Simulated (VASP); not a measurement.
**Pd: single point with PBE**

Pd:

```xyz
1
Lattice="0.0000 1.8477 1.9935 1.8477 0.0000 1.9935 1.8477 1.8477 0.0000" Properties=species:S:1:pos:R:3 pbc="T T T"
Pd    0.0000    0.0000    0.0000
```

This cell differs from its parent crystal: strain -0.050 along x and y, +0.025 along z.

```
Program             : VASP 6.6.1
Task                : single point
Functional          : PBE
Potentials or basis : VASP PAW PBE potentials, release 64 (Pd)
Cutoff              : 520 eV
k mesh              : 20 × 20 × 20
Occupations         : gaussian, width 0.15 eV
Spin                : no spin polarisation
```

| Property | Result |
| --- | --- |
| Pressure | 27.7 GPa |
| Band gap on the k mesh | zero (bands 5 and 6 overlap by 2.10 eV) |

Stress tensor (GPa, compression positive):
```
30.28  0.00  0.00
 0.00 30.28  0.00
 0.00  0.00 22.61
```

Levels at points of the mesh, in eV from the Fermi level:
```csv
k point,band 3,band 4,band 5,band 6,band 7,band 8
"(0.00, 0.00, 0.00)",-2.91,-2.91,-1.85,-0.97,17.31,21.12
"(0.50, 0.00, 0.00)",-2.90,-0.17,0.15,0.87,8.05,16.41
"(0.50, 0.50, 0.00)",0.01,0.32,0.32,2.36,10.27,14.67
"(0.50, 0.00, 0.50)",-0.10,0.04,0.68,3.92,12.38,12.95
```

Wall time 110 s on 1 thread of Intel Xeon 8259CL, with other jobs on the host, peak memory 0.21 GiB.

Caveat: the cell differs from its parent crystal (strain -0.050 along x and y, +0.025 along z); the cell stands under pressure.
